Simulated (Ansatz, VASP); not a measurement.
## RbBr: VASP beside Ansatz

The input INCAR:

```
SYSTEM = RbBr
ALGO     = Normal         ! electronic algorithm
EDIFF    = 1E-7           ! SCF threshold, eV
ENCUT    = 520            ! plane-wave cutoff, eV
GGA      = PS             ! functional
ISIF     = 2              ! what is computed and relaxed
ISMEAR   = 0              ! smearing method
LASPH    = .True.         ! aspherical terms in the spheres
LCHARG   = .True.         ! write CHGCAR
LELF     = .True.         ! ELF
LREAL    = .False.        ! projectors in reciprocal space
LVHAR    = .True.       
LWAVE    = .False.        ! write WAVECAR
NBANDS   = 15             ! bands
NELM     = 100            ! most SCF steps
PREC     = Accurate       ! precision mode
SIGMA    = 0.05           ! smearing width, eV
```

The input KPOINTS:

```
k-points
0
Gamma
  6 6 6
  0 0 0
```

The input POSCAR:

```
RbBr
1.0
    3.9197734350      0.0000000000      0.0000000000
    0.0000000000      3.9197734350      0.0000000000
    0.0000000000      0.0000000000      4.1260773000
Rb Br
1 1
Direct
    0.0000000000      0.0000000000      0.0000000000
    0.5000000000      0.5000000000      0.5000000000
```

Input for Ansatz:

```yaml
crystal:
  lattice:
    - [3.919773435, 0.0, 0.0]
    - [0.0, 3.919773435, 0.0]
    - [0.0, 0.0, 4.1260773]
  atoms:
    - { symbol: Rb, position: [0.0, 0.0, 0.0] }
    - { symbol: Br, position: [0.5, 0.5, 0.5] }
basis:
  ecutwfc: 420
kpoints:
  mp_grid: { grid: [6, 6, 6] }
hamiltonian:
  xc: pbesol
scf:
  occupations: { method: gaussian, width: 0.05 }
output:
  forces: true
  stress: true
  eigenvalues: true
```

Change from the starting cell: strain -0.050 along x and y, +0.000 along z, atoms carried along.

Alike in both runs: task single point; functional PBEsol; k mesh 6 × 6 × 6; occupations gaussian, width 0.05 eV; no spin polarisation.

```csv
,VASP,Ansatz
version,VASP 6.6.1,Ansatz 0.2.0
potentials or method,"VASP PAW PBE potentials, release 64 (Rb_sv, Br), cutoff 520 eV","scalar-relativistic, plane waves, PAW"
valence electrons in the cell,16,16
```

|  | VASP | Ansatz | Ansatz less VASP |
| --- | --- | --- | --- |
| gap on the k mesh at the Fermi level (eV) | 4.13 | 4.13 | +0.003 |
| least direct gap on the mesh (eV) | 4.28 | 4.28 | +0.001 |
| pressure (GPa) | 1.3 | 1.3 | -0.07 |
| traceless stress, the component that is largest in VASP (GPa) | -1.10 | -1.10 | -0.001 |

VASP's potentials were made for PBE, not for PBEsol.
